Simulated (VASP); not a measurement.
# BAs (F-43m) in VASP: a series of runs

Runs on BAs. Level: LDA. Tasks: single point.

Everything below comes from runs of VASP 6.6.1. Logs are shortened: lines on timing, memory, paths and dates and some standing lists are left out, and cuts for length are marked.

## Step 1: The cell of the first run

It takes space group F-43m (No. 216, cubic). Conventional cell: a = 4.819 Å, b = 4.819 Å, c = 4.819 Å, α = 90.00°, β = 90.00°, γ = 90.00°. B (site symmetry -43m) has 4 As at 2.09 Å within 2.8 Å. As (site symmetry -43m) has 4 B at 2.09 Å within 2.8 Å.

## Step 2: Single point, LDA

Input file INCAR:

```
PREC = Accurate ; ENCUT = 520
EDIFF = 1E-6 ; ISMEAR = -1
SIGMA = 0.01 ; LREAL = False
LASPH = True ; NELM = 100
ALGO = Normal ; ISIF = 2
LWAVE = False ; LCHARG = False
GGA = CA ; NBANDS = 11
```

Input file KPOINTS:

```
Automatic mesh
0
Gamma
  3 3 3
```

Input file POSCAR:

```
BAs
1.0
    0.0000000000      2.4096270000      2.4096270000
    2.4096270000      0.0000000000      2.4096270000
    2.4096270000      2.4096270000      0.0000000000
B As
1 1
Direct
    0.7500000000      0.7500000000      0.7500000000
    0.0000000000      0.0000000000      0.0000000000
```

Potentials or basis: VASP PAW LDA potentials, release 64 (B, As).

Run with:

```bash
$ cat potpaw_LDA.64/B/POTCAR potpaw_LDA.64/As/POTCAR > POTCAR
$ mpirun -np 1 vasp_std > vasp.out
```

OUTCAR:

```text
PREC = Accurate
   ENCUT = 520
   EDIFF = 1E-6
   ISMEAR = -1
   LREAL = False
   LASPH = True
   NELM = 100
   ISIF = 2
   GGA = CA

 ion  position               nearest neighbor table
   1  0.750  0.750  0.750-   2 2.09   2 2.09   2 2.09   2 2.09
   2  0.000  0.000  0.000-   1 2.09   1 2.09   1 2.09   1 2.09

  LATTYP: Found a face centered cubic cell.
 ALAT       =     4.8192540000

  Lattice vectors:

 A1 = (   0.0000000000,   2.4096270000,   2.4096270000)
 A2 = (   2.4096270000,   0.0000000000,   2.4096270000)
 A3 = (   2.4096270000,   2.4096270000,   0.0000000000)

Analysis of symmetry for initial positions (statically):
=====================================================================
 Subroutine PRICEL returns:
 Original cell was already a primitive cell.

 Routine SETGRP: Setting up the symmetry group for a
 face centered cubic supercell.

 Subroutine GETGRP returns: Found 24 space group operations
 (whereof 24 operations were pure point group operations)
 out of a pool of 48 trial point group operations.

The static configuration has the point symmetry T_d .

Analysis of symmetry for dynamics (positions and initial velocities):
=====================================================================
 Subroutine PRICEL returns:
 Original cell was already a primitive cell.

 Routine SETGRP: Setting up the symmetry group for a
 face centered cubic supercell.

 Subroutine GETGRP returns: Found 24 space group operations
 (whereof 24 operations were pure point group operations)
 out of a pool of 48 trial point group operations.

The dynamic configuration has the point symmetry T_d .

 Subroutine INISYM returns: Found 24 space group operations
 (whereof 24 operations are pure point group operations),
 and found     1 'primitive' translations

----------------------------------------------------------------------------------------

                                     Primitive cell

  volume of cell :      27.9820

  direct lattice vectors                    reciprocal lattice vectors
     0.000000000  2.409627000  2.409627000    -0.207500995  0.207500995  0.207500995
     2.409627000  0.000000000  2.409627000     0.207500995 -0.207500995  0.207500995
     2.409627000  2.409627000  0.000000000     0.207500995  0.207500995 -0.207500995

  length of vectors
     3.407727184  3.407727184  3.407727184     0.359402266  0.359402266  0.359402266

  position of ions in fractional coordinates (direct lattice)
     0.750000000  0.750000000  0.750000000
     0.000000000  0.000000000  0.000000000

  ion indices of the primitive-cell ions
   primitive index   ion index
                 1           1
                 2           2

----------------------------------------------------------------------------------------

 KPOINTS: Automatic mesh

Automatic generation of k-mesh.
 Grid dimensions read from file:
 generate k-points for:    3    3    3

 Generating k-lattice:

  Cartesian coordinates                     Fractional coordinates (reciprocal lattice)
    -0.069166998  0.069166998  0.069166998     0.333333333  0.000000000  0.000000000
     0.069166998 -0.069166998  0.069166998     0.000000000  0.333333333  0.000000000
     0.069166998  0.069166998 -0.069166998     0.000000000  0.000000000  0.333333333

  Length of vectors
     0.119800755  0.119800755  0.119800755

  Shift w.r.t. Gamma in fractional coordinates (k-lattice)
     0.000000000  0.000000000  0.000000000

 Subroutine IBZKPT returns following result:
 ===========================================

 Found      4 irreducible k-points:

 Following reciprocal coordinates:
            Coordinates               Weight
  0.000000  0.000000  0.000000      1.000000
  0.333333  0.000000  0.000000      8.000000
  0.333333  0.333333  0.000000      6.000000
 -0.333333  0.333333  0.000000     12.000000
   k-points           NKPTS =      4   k-points in BZ     NKDIM =      4   number of bands    NBANDS=     11
   number of dos      NEDOS =    301   number of ions     NIONS =      2
   total plane-waves  NPLWV =  21952
   dimension x,y,z NGX =    28 NGY =   28 NGZ =   28
   dimension x,y,z NGXF=    56 NGYF=   56 NGZF=   56
   ions per type =               1   1
   NGX,Y,Z   is equivalent  to a cutoff of  13.66, 13.66, 13.66 a.u.
   NGXF,Y,Z  is equivalent  to a cutoff of  27.32, 27.32, 27.32 a.u.
 SYSTEM =  unknown system
   PREC   = accura    normal or accurate (medium, high low for compatibility)
   ISTART =      0    job   : 0-new  1-cont  2-samecut
   ICHARG =      2    charge: 1-file 2-atom 10-const
   ISPIN  =      1    spin polarized calculation?
   LNONCOLLINEAR =      F non collinear calculations
   LSORBIT =      F    spin-orbit coupling
   LASPH  =      T    aspherical Exc in radial PAW
   ENCUT  =  520.0 eV  38.22 Ry    6.18 a.u.   6.34  6.34  6.34*2*pi/ulx,y,z
   NELM   =    100;   NELMIN=  2; NELMDL= -5     # of ELM steps
   EDIFF  = 0.1E-05   stopping-criterion for ELM
   LREAL  =      F    real-space projection
   EDIFFG = 0.1E-04   stopping-criterion for IOM
   NSW    =      0    number of steps for IOM
   IBRION =     -1    ionic relax: 0-MD 1-quasi-New 2-CG
   NFREE  =      0    steps in history (QN), initial steepest desc. (CG)
   ISIF   =      2    stress and relaxation
   ISYM   =      2    0-nonsym 1-usesym 2-fastsym
   POTIM  = 0.5000    time-step for ionic-motion
   TEBEG  =    0.0;   TEEND  =   0.0 temperature during run
   PSTRESS=    0.0 pullay stress
   NELECT =       8.0000    total number of electrons
   NUPDOWN=      -1.0000    fix difference up-down
   EMIN   =  10.00;   EMAX   =-10.00  energy-range for DOS
   EFERMI =   0.00;   METHOD = LEGACY
   ISMEAR =    -1;   SIGMA  =   0.01  broadening in eV -4-tet -1-fermi 0-gaus
   EFERMI_NEDOS =   21; number of points for ismear=-14 and -15
   IALGO  =     38    algorithm
   IMIX   =      4    mixing-type and parameters
     AMIX     =   0.40;   BMIX     =  1.00
     AMIX_MAG =   1.60;   BMIX_MAG =  1.00
  volume/ion in A,a.u.               =      13.99        94.42
  Fermi-wavevector in a.u.,A,eV,Ry     =   1.078479  2.038030 15.825165  1.163117
  Thomas-Fermi vector in A             =   2.214419
   LORBIT       =      0    0 simple, 1 ext, 2 COOP (PROOUT), +10 PAW based schemes
   GGA     = CA    functional components
   LHFCALC =     F    Hartree Fock is set to
   AEXX    =    0.0000 exact exchange contribution
   IVDW    =     0    specifies the selected vdW correction
   LEPSILON=     F    determine dielectric tensor
   LRPA    =     F    only Hartree local field effects (RPA)
 non-spin polarized calculation
  energy-cutoff  :      520.00
  volume of cell :       27.98
 maximum number of plane-waves:       757
 NGX is ok and might be reduce to    28
   NGX = 13   NGY = 13   NGZ = 13

 number of electron       8.0000000 magnetization

 Free energy of the ion-electron system (eV)
  ---------------------------------------------------
  ext. energy  EPLUGINS =         0.00000000
  ---------------------------------------------------
  free energy    TOTEN  =       -12.26698388 eV

  energy without entropy =      -12.26698388  energy(sigma->0) =      -12.26698388

 E-fermi :   6.2885     XC(G=0): -10.6418

 val. band max:        5.9679911426   @ k =   0.0000   0.0000   0.0000
 cond. band min:       7.1518272119   @ k =   0.3333   0.3333   0.0000
 fundamental gap:      1.1838360693
 Fermi energy:         6.2885326474

 k-point     1 :       0.0000    0.0000    0.0000
  band No.  band energies     occupation
      1      -9.2101      2.00000
      2       5.9680      2.00000
      3       5.9680      2.00000
      4       5.9680      2.00000
      5       9.1384      0.00000
      6       9.1384      0.00000
      7       9.1384      0.00000
      8      10.3253      0.00000
      9      15.1127      0.00000
     10      18.8239      0.00000
     11      18.8239      0.00000

 k-point     2 :       0.3333    0.0000    0.0000
  band No.  band energies     occupation
      1      -7.5404      2.00000
      2      -0.6592      2.00000
      3       4.4823      2.00000
      4       4.4823      2.00000
      5       8.6471      0.00000
      6      10.6671      0.00000
      7      10.6671      0.00000
      8      14.3504      0.00000
      9      17.0315      0.00000
     10      17.7998      0.00000
     11      17.7998      0.00000

 k-point     3 :       0.3333    0.3333    0.0000
  band No.  band energies     occupation
      1      -6.9391      2.00000
      2       0.1178      2.00000
      3       2.5811      2.00000
      4       2.5811      2.00000
      5       7.1518      0.00000
      6       8.9610      0.00000
      7      14.8242      0.00000
      8      14.8242      0.00000
      9      17.0676      0.00000
     10      21.1553      0.00000
     11      21.4267      0.00000

 k-point     4 :      -0.3333    0.3333    0.0000
  band No.  band energies     occupation
      1      -5.5365      2.00000
      2      -1.7033      2.00000
      3      -0.0064      2.00000
      4       2.9781      2.00000
      5       8.3309      0.00000
      6      12.9789      0.00000
      7      13.8593      0.00000
      8      15.0152      0.00000
      9      15.1286      0.00000
     10      17.9255      0.00000
     11      22.2339      0.00000

------------------------ aborting loop because EDIFF is reached ----------------------------------------

  FORCE on cell =-STRESS in cart. coord.  units (eV):
  Direction    XX          YY          ZZ          XY          YZ          ZX
  --------------------------------------------------------------------------------------
  -------------------------------------------------------------------------------------
  Total       -0.7643694     -0.7643694     -0.7643694      0.0000000     -0.0000000      0.0000000
  in kB      -43.7657565    -43.7657565    -43.7657565      0.0000000     -0.0000000      0.0000000
  external PRESSURE =     -43.7657565 kB  Pullay stress =       0.0000000 kB

 VOLUME and BASIS-vectors are now :
 -----------------------------------------------------------------------------
  energy-cutoff  :      520.00
  volume of cell :       27.98
      direct lattice vectors                 reciprocal lattice vectors
     0.000000000  2.409627000  2.409627000    -0.207500995  0.207500995  0.207500995
     2.409627000  0.000000000  2.409627000     0.207500995 -0.207500995  0.207500995
     2.409627000  2.409627000  0.000000000     0.207500995  0.207500995 -0.207500995

 POSITION                                       TOTAL-FORCE (eV/Angst)
 -----------------------------------------------------------------------------------
      3.61444      3.61444      3.61444         0.000000      0.000000      0.000000
      0.00000      0.00000      0.00000        -0.000000     -0.000000     -0.000000
 -----------------------------------------------------------------------------------
    total drift:                               -0.000000     -0.000000     -0.000000

  FREE ENERGIE OF THE ION-ELECTRON SYSTEM (eV)
  ---------------------------------------------------
  free  energy   TOTEN  =       -12.2669838809 eV

  energy  without entropy=      -12.2669838809  energy(sigma->0) =      -12.26698388
```

Wall time 4.8 s (1 thread of AMD EPYC 7R43 (Zen 3), shared host); peak memory 0.1 GiB.

What came out:

```yaml
Free_energy: -12.2670 eV
Pressure: -4.4 GPa
Band_gap_on_the_k_mesh: 1.18 eV, indirect (least direct gap 3.17 eV)
```

Caveat: the k points lie up to 0.75 Å⁻¹ apart. A k mesh can miss the band edges.

## Step 3: Single point, LDA

Input file INCAR:

```
SYSTEM = BAs
PREC = Accurate ; ENCUT = 520
EDIFF = 1E-6 ; ISMEAR = -1
SIGMA = 0.01 ; LREAL = .FALSE.
LASPH = .TRUE. ; NELM = 80
ALGO = Normal ; ISIF = 2
LWAVE = .FALSE. ; LCHARG = .FALSE.
GGA = CA ; NBANDS = 11
```

Input file KPOINTS:

```
regular mesh
0
G
  6 6 6
  0 0 0
```

POSCAR is that of step 2.

Potentials or basis: VASP PAW LDA potentials, release 64 (B, As).

Run with:

```bash
$ cat potpaw_LDA.64/B/POTCAR potpaw_LDA.64/As/POTCAR > POTCAR
$ mpirun -np 1 vasp_std > vasp.out
```

Wall time 8.1 s (1 thread of AMD EPYC 7R43 (Zen 3), shared host); peak memory 0.1 GiB.

The run converged. Its results:

* Free energy: -12.8804 eV
* Pressure: -6.4 GPa
* Band gap on the k mesh: 1.24 eV, indirect (least direct gap 3.21 eV)

Levels at points of the mesh, in eV from the valence-band top:
| k point | band 1 | band 2 | band 3 | band 4 | band 5 | band 6 | band 7 | band 8 |
| --- | --- | --- | --- | --- | --- | --- | --- | --- |
| (0.00, 0.00, 0.00) | -15.14 | 0.00 | 0.00 | 0.00 | 3.21 | 3.21 | 3.21 | 4.36 |
| (0.50, 0.00, 0.00) | -12.38 | -8.57 | -1.77 | -1.77 | 2.53 | 4.71 | 4.71 | 8.63 |
| (0.50, 0.50, 0.00) | -11.14 | -8.28 | -3.97 | -3.97 | 1.36 | 1.44 | 10.98 | 10.98 |

A k mesh can miss the band edges. As with any semilocal functional, this LDA gap is likely too small.

## Step 4: Single point, LDA

Input file INCAR:

```
ALGO = Normal
EDIFF = 1E-6
ENCUT = 520
ISIF = 2
ISMEAR = -1
LASPH = True
LCHARG = False
LREAL = False
LWAVE = False
NBANDS = 11
NELM = 80
PREC = Accurate
SIGMA = 0.01
```

Input file KPOINTS:

```
k-points
0
Gamma
  8 8 8
```

POSCAR is that of step 3.

Run with:

```bash
$ cat potpaw_LDA.64/B/POTCAR potpaw_LDA.64/As/POTCAR > POTCAR
$ mpirun -np 1 vasp_std > vasp.out
```

Run time: 12 s. Hardware: 1 thread of AMD EPYC 7R43 (Zen 3), shared host; peak memory 0.11 GiB.

The run converged. Its results:

- Free energy: -12.8970 eV
- Pressure: -6.5 GPa
- Band gap on the k mesh: 1.16 eV, indirect (least direct gap 3.22 eV)

Levels at points of the mesh, in eV from the valence-band top:
```
           k point  band 1  band 2  band 3  band 4  band 5  band 6  band 7  band 8  band 9
(0.00, 0.00, 0.00)  -15.14    0.00    0.00    0.00    3.22    3.22    3.22    4.36    9.23
(0.50, 0.00, 0.00)  -12.38   -8.57   -1.77   -1.77    2.54    4.72    4.72    8.63   12.28
(0.50, 0.50, 0.00)  -11.14   -8.28   -3.97   -3.97    1.36    1.44   10.98   10.98   12.41
```

## Step 5: Single point, LDA

Input file INCAR:

```
SYSTEM = BAs
PREC     = Accurate       ! precision mode
ENCUT    = 520            ! plane-wave cutoff, eV
EDIFF    = 1E-6           ! SCF threshold, eV
ISMEAR   = -1             ! smearing method
SIGMA    = 0.01           ! smearing width, eV
LREAL    = .False.        ! projectors in reciprocal space
LASPH    = .True.         ! aspherical terms in the spheres
NELM     = 100            ! most SCF steps
ALGO     = Normal         ! electronic algorithm
ISIF     = 2              ! what is computed and relaxed
LWAVE    = .False.        ! write WAVECAR
LCHARG   = .False.        ! write CHGCAR
NBANDS   = 11             ! bands
```

Input file KPOINTS:

```
Automatic mesh
0
Gamma
  15 15 15
  0 0 0
```

POSCAR is that of step 4.

Potentials or basis: VASP PAW LDA potentials, release 64 (B, As).

Run with:

```bash
$ cat potpaw_LDA.64/B/POTCAR potpaw_LDA.64/As/POTCAR > POTCAR
$ mpirun -np 1 vasp_std > vasp.out
```

OUTCAR:

```text
SYSTEM = BAs
   PREC = Accurate
   ENCUT = 520
   EDIFF = 1E-6
   ISMEAR = -1
   LREAL = .False.
   LASPH = .True.
   NELM = 100
   ISIF = 2

 ion  position               nearest neighbor table
   1  0.750  0.750  0.750-   2 2.09   2 2.09   2 2.09   2 2.09
   2  0.000  0.000  0.000-   1 2.09   1 2.09   1 2.09   1 2.09

  LATTYP: Found a face centered cubic cell.
 ALAT       =     4.8192540000

  Lattice vectors:

 A1 = (   0.0000000000,   2.4096270000,   2.4096270000)
 A2 = (   2.4096270000,   0.0000000000,   2.4096270000)
 A3 = (   2.4096270000,   2.4096270000,   0.0000000000)

Analysis of symmetry for initial positions (statically):
=====================================================================
 Subroutine PRICEL returns:
 Original cell was already a primitive cell.

 Routine SETGRP: Setting up the symmetry group for a
 face centered cubic supercell.

 Subroutine GETGRP returns: Found 24 space group operations
 (whereof 24 operations were pure point group operations)
 out of a pool of 48 trial point group operations.

The static configuration has the point symmetry T_d .

Analysis of symmetry for dynamics (positions and initial velocities):
[... 171 lines left out ...]
      4       5.8619      2.00000
      5       9.0778      0.00000
      6       9.0778      0.00000
      7       9.0778      0.00000
      8      10.2203      0.00000
      9      15.0883      0.00000
     10      18.7858      0.00000
     11      18.7858      0.00000
[... 309 lines left out ...]
 k-point    24 :       0.2000    0.1333    0.0000
  band No.  band energies     occupation
      1      -8.6440      2.00000
      2       3.0792      2.00000
      3       4.2192      2.00000
      4       4.4161      2.00000
      5       8.3085      0.00000
      6      10.7851      0.00000
      7      11.3122      0.00000
      8      11.7997      0.00000
      9      15.5376      0.00000
     10      17.3001      0.00000
     11      18.9975      0.00000

 [... further k-points ...]

------------------------ aborting loop because EDIFF is reached ----------------------------------------

  FORCE on cell =-STRESS in cart. coord.  units (eV):
  Direction    XX          YY          ZZ          XY          YZ          ZX
  --------------------------------------------------------------------------------------
  -------------------------------------------------------------------------------------
  Total       -1.1265054     -1.1265054     -1.1265054     -0.0000000      0.0000000     -0.0000000
  in kB      -64.5006950    -64.5006950    -64.5006950     -0.0000000      0.0000000     -0.0000000
  external PRESSURE =     -64.5006950 kB  Pullay stress =       0.0000000 kB

 VOLUME and BASIS-vectors are now :
 -----------------------------------------------------------------------------
  energy-cutoff  :      520.00
  volume of cell :       27.98
      direct lattice vectors                 reciprocal lattice vectors
     0.000000000  2.409627000  2.409627000    -0.207500995  0.207500995  0.207500995
     2.409627000  0.000000000  2.409627000     0.207500995 -0.207500995  0.207500995
     2.409627000  2.409627000  0.000000000     0.207500995  0.207500995 -0.207500995

 POSITION                                       TOTAL-FORCE (eV/Angst)
 -----------------------------------------------------------------------------------
      3.61444      3.61444      3.61444         0.000000      0.000000      0.000000
      0.00000      0.00000      0.00000        -0.000000     -0.000000     -0.000000
 -----------------------------------------------------------------------------------
    total drift:                               -0.000000     -0.000000     -0.000000

  FREE ENERGIE OF THE ION-ELECTRON SYSTEM (eV)
  ---------------------------------------------------
  free  energy   TOTEN  =       -12.8995654896 eV

  energy  without entropy=      -12.8995654896  energy(sigma->0) =      -12.89956549
```

stdout:

```text
POSCAR found type information on POSCAR B As
 POSCAR found :  2 types and       2 ions
 scaLAPACK will be used
 LDA part: xc-table for (Slater(with rela. corr.)+CA(PZ))
 , standard interpolation
 POSCAR, INCAR and KPOINTS ok, starting setup
 FFT: planning ... GRIDC
 FFT: planning ... GRID_SOFT
 FFT: planning ... GRID
 WAVECAR not read
 entering main loop
```

It took 43 s on 1 thread of AMD EPYC 7R43 (Zen 3), shared host; peak memory 0.13 GiB.

Results:

- Free energy: -12.8996 eV
- Pressure: -6.5 GPa
- Band gap on the k mesh: 1.15 eV, indirect (least direct gap 3.22 eV)

A k mesh can miss the band edges. Expect the measured gap to be larger: semilocal functionals such as LDA lack the derivative discontinuity.

## Step 6: Summary

| k mesh | gap on the mesh (eV) | pressure (GPa) |
| --- | --- | --- |
| 3 × 3 × 3 | 1.18 | -4.4 |
| 6 × 6 × 6 | 1.24 | -6.4 |
| 8 × 8 × 8 | 1.16 | -6.5 |
| 15 × 15 × 15 | 1.15 | -6.5 |

Alike in all rows: task single point; level LDA; potentials or basis VASP PAW LDA potentials, release 64 (B, As); no spin polarisation; cell as given; cutoff (eV) 520; smearing fermi-dirac 0.01 eV.

Caveats: some runs use coarse meshes.

Total energies depend on the potentials used, so only differences within one code and one set of settings carry meaning.
